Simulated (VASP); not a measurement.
Write the native input for VASP 6.6.1 that does the following.

- Task: single point
- Functional: PBEsol
- Potentials or basis: VASP PAW PBE potentials, release 64 (I, Mg)
- Cutoff: 520 eV
- k mesh: 8 × 8 × 4
- Occupations: fermi-dirac, width 0.05 eV
- Spin: no spin polarisation
- Dipole correction: no
- Further INCAR settings: ALGO = Normal; EDIFF = 1e-06; NBANDS = 15

The structure of MgI2 lies in POSCAR:

```
MgI2
1.0
    4.1400000000      0.0000000000      0.0000000000
   -2.0700000000      3.5853451717      0.0000000000
    0.0000000000      0.0000000000      6.8800000000
I Mg
2 1
Direct
    0.6745580000      0.3387410000      0.7555090000
    0.3284130000      0.6589930000      0.2428380000
    0.0002710000     -0.0060090000     -0.0048160000
```

This cell differs from its parent crystal: atoms moved at random.

One way to write it, as run:

INCAR

```
ALGO = Normal
EDIFF = 1E-6
ENCUT = 520
GGA = PS
ISIF = 2
ISMEAR = -1
LASPH = True
LCHARG = False
LREAL = False
LWAVE = False
NBANDS = 15
NELM = 60
PREC = Accurate
SIGMA = 0.05
```

KPOINTS

```
k-points
0
Gamma
  8 8 4
```

Potentials or basis: VASP PAW PBE potentials, release 64 (I, Mg).

Command:

```bash
$ cat potpaw_PBE.64/I/POTCAR potpaw_PBE.64/Mg/POTCAR > POTCAR
$ mpirun -np 1 vasp_std > vasp.out
```

It gave:

The pressure is -0.2 GPa, the largest force is 0.166 eV/Å and the band gap on the k mesh is 3.45 eV (least direct gap 3.59 eV).

Caveat: the cell differs from its parent crystal (atoms moved at random); the PAW data sets were made with another functional, which shifts forces and pressure a little; spin-orbit coupling is left out, which moves the levels of the heavy elements.

Wall time 3.7 min on 1 thread of Intel Xeon 8259CL, with other jobs on the host, peak memory 0.37 GiB.
